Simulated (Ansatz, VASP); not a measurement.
## Two plane-wave programs on V

File INCAR:

```
SYSTEM = V
ALGO = Fast ; EDIFF = 1E-7
ENCUT = 520 ; GGA = PE
ISIF = 2 ; ISMEAR = 0
ISPIN = 2 ; LASPH = .True.
LCHARG = .False. ; LMAXMIX = 4
LORBIT = 11 ; LREAL = .False.
LWAVE = .False. ; MAGMOM = 1 -1
NBANDS = 24 ; NELM = 150
PREC = Accurate ; SIGMA = 0.05
```

KPOINTS

```
k-points
0
Gamma
  20 20 10
  0 0 0
```

The input POSCAR:

```
V
1.0
    0.0000000000      2.9967922076      0.0000000000
    2.9967922076      0.0000000000      0.0000000000
    2.9967922076      2.9967922076     -2.9967922076
V
2
Direct
    0.0000000000      0.0000000000      0.0000000000
    0.0000000000      0.0000000000      0.5000000000
```

Input for Ansatz:

```yaml
crystal:
  lattice:
    - [0.0, 2.9967922076, 0.0]
    - [2.9967922076, 0.0, 0.0]
    - [2.9967922076, 2.9967922076, -2.9967922076]
  atoms:
    - { symbol: V, position: [0.0, 0.0, 0.0], spin: 1.0 }
    - { symbol: V, position: [0.0, 0.0, 0.5], spin: -1.0 }
basis:
  ecutwfc: 420
  ecutrho_ratio: 4
kpoints:
  mp_grid: { grid: [20, 20, 10] }
hamiltonian:
  xc: pbe
scf:
  occupations: { method: gaussian, width: 0.05 }
output:
  forces: true
  stress: true
  eigenvalues: true
  populations: true
magnetization:
  spin_polarized: true
```

Alike in both runs: task single point; functional PBE; k mesh 20 × 20 × 10; occupations gaussian, width 0.05 eV; collinear spin.

|  | VASP | Ansatz |
| --- | --- | --- |
| version | VASP 6.6.1 | Ansatz 0.2.0 |
| potentials or method | VASP PAW PBE potentials, release 64 (V_sv), cutoff 520 eV | scalar-relativistic, plane waves, PAW |
| valence electrons in the cell | 26 | 26 |

Ansatz gave:

- gap on the k mesh at the Fermi level (eV): none
- pressure (GPa): 0.0
- net moment per atom (μB): 0.00

Task: What did VASP give for the same quantities?

Result: gap on the k mesh at the Fermi level (eV): none; pressure (GPa): 0.2; net moment per atom (μB): 0.00.

A gap of «none» marks a metal or a gap that the smearing closes. The functional is the same, so the differences come from potentials, cutoffs and numerics. Ansatz's warnings: seeded moment not kept.
